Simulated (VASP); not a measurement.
Set up this calculation in VASP 6.6.1, as the native input.

```
Task                   : single point
Functional             : LDA
Potentials or basis    : VASP PAW LDA potentials, release 64 (Ca_sv)
Cutoff                 : 520 eV
k mesh                 : 15 × 15 × 8
Occupations            : gaussian, width 0.15 eV
Spin                   : no spin polarisation
Dipole correction      : no
Further INCAR settings : ALGO = Fast; EDIFF = 1e-06; NBANDS = 17
```

The structure of Ca lies in POSCAR:

```
Ca
1.0
    4.0345268378      0.0000000000      0.0000000000
   -2.0172634189      3.4940027338      0.0000000000
    0.0000000000      0.0000000000      6.3449531218
Ca
2
Direct
    0.3333333333      0.6666666667      0.2500000000
    0.6666666667      0.3333333333      0.7500000000
```

This cell differs from its parent crystal: ratio of the length along z to the lengths across it x 0.96, volume and fractional coordinates fixed.

One way to write it, as run:

INCAR

```
SYSTEM = Ca
PREC     = Accurate       ! precision mode
ENCUT    = 520            ! plane-wave cutoff, eV
EDIFF    = 1E-6           ! SCF threshold, eV
ISMEAR   = 0              ! smearing method
SIGMA    = 0.15           ! smearing width, eV
LREAL    = .FALSE.        ! projectors in reciprocal space
LASPH    = .TRUE.         ! aspherical terms in the spheres
NELM     = 100            ! most SCF steps
ALGO     = Fast           ! electronic algorithm
ISIF     = 2              ! what is computed and relaxed
LWAVE    = .FALSE.        ! write WAVECAR
LCHARG   = .TRUE.         ! write CHGCAR
GGA      = CA             ! functional
LELF     = .TRUE.         ! ELF
LVHAR    = .TRUE.       
NBANDS   = 17             ! bands
```

KPOINTS

```
Automatic mesh
0
G
  15 15 8
  0 0 0
```

Potentials or basis: VASP PAW LDA potentials, release 64 (Ca_sv).

The run is started by

```bash
$ cat potpaw_LDA.64/Ca_sv/POTCAR > POTCAR
$ mpirun -np 1 vasp_std > vasp.out
```

Results of the run:

| Item | Value |
| --- | --- |
| Pressure | -2.3 GPa |
| Band gap on the k mesh | zero (band 10 reaches 1.81 eV, above the bottom of band 11 at 1.38 eV) |

It took 3.8 min on 1 thread of Intel(R) Xeon(R) Platinum 8259CL CPU @ 2.50GHz (Skylake/Cascade Lake) (shared host), peak memory 0.29 GiB.
